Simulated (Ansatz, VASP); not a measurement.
## Two plane-wave programs on Ta

INCAR

```
ALGO = Fast
EDIFF = 1E-7
ENCUT = 520
GGA = PE
ISIF = 2
ISMEAR = 0
LASPH = True
LCHARG = True
LELF = True
LREAL = False
LVHAR = True
LWAVE = False
NBANDS = 18
NELM = 60
PREC = Accurate
SIGMA = 0.15
```

The input KPOINTS:

```
k-points
0
Gamma
  22 22 14
```

Contents of POSCAR:

```
Ta
1.0
   -1.6593948201      1.6593948201      1.6593948201
    1.6593948201     -1.6593948201      1.6593948201
    3.3187896402      3.3187896402      0.0000000000
Ta
2
Direct
   -0.0135591601     -0.0135591601      0.0000000000
    0.5135591601      0.5135591601      0.5000000000
```

Input for Ansatz:

```yaml
crystal:
  lattice:
    - [-1.6593948201, 1.6593948201, 1.6593948201]
    - [1.6593948201, -1.6593948201, 1.6593948201]
    - [3.3187896402, 3.3187896402, 0.0]
  atoms:
    - { symbol: Ta, position: [-0.0135591601, -0.0135591601, 0.0] }
    - { symbol: Ta, position: [0.5135591601, 0.5135591601, 0.5] }
basis:
  ecutwfc: 420
kpoints:
  mp_grid: { grid: [22, 22, 14] }
hamiltonian:
  xc: pbe
scf:
  occupations: { method: gaussian, width: 0.15 }
output:
  forces: true
  stress: true
  eigenvalues: true
```

Change from the starting cell: mode 6 (144.7 1/cm) frozen in, largest displacement +0.045 Å.

Alike in both runs: task single point; functional PBE; k mesh 22 × 22 × 14; occupations gaussian, width 0.15 eV; no spin polarisation.

```csv
,VASP,Ansatz
version,VASP 6.6.1,Ansatz 0.2.0
potentials or method,"VASP PAW PBE potentials, release 64 (Ta_pv), cutoff 520 eV","scalar-relativistic, plane waves, PAW"
valence electrons in the cell,22,26
```

Ansatz gave:

```
gap on the k mesh at the Fermi level (eV)                     : none
pressure (GPa)                                                : 0.3
traceless stress, the component that is largest in VASP (GPa) : 0.26
rms of the force components (eV/Å)                            : 0.354
```

Question: Which values does VASP return?

Answer: gap on the k mesh at the Fermi level (eV): none; pressure (GPa): 0.4; traceless stress, the component that is largest in VASP (GPa): 0.26; rms of the force components (eV/Å): 0.354.

Atom by atom the forces differ by 0.000 eV/Å (rms over components). A gap of «none» marks a metal or a gap that the smearing closes. With one functional, cell and mesh, what is left measures potentials, basis and numerics. VASP's potentials hold 22 valence electrons a cell and Ansatz's 26, so a difference there can come from the potentials and not from the codes.

Neither program's run includes spin-orbit coupling.
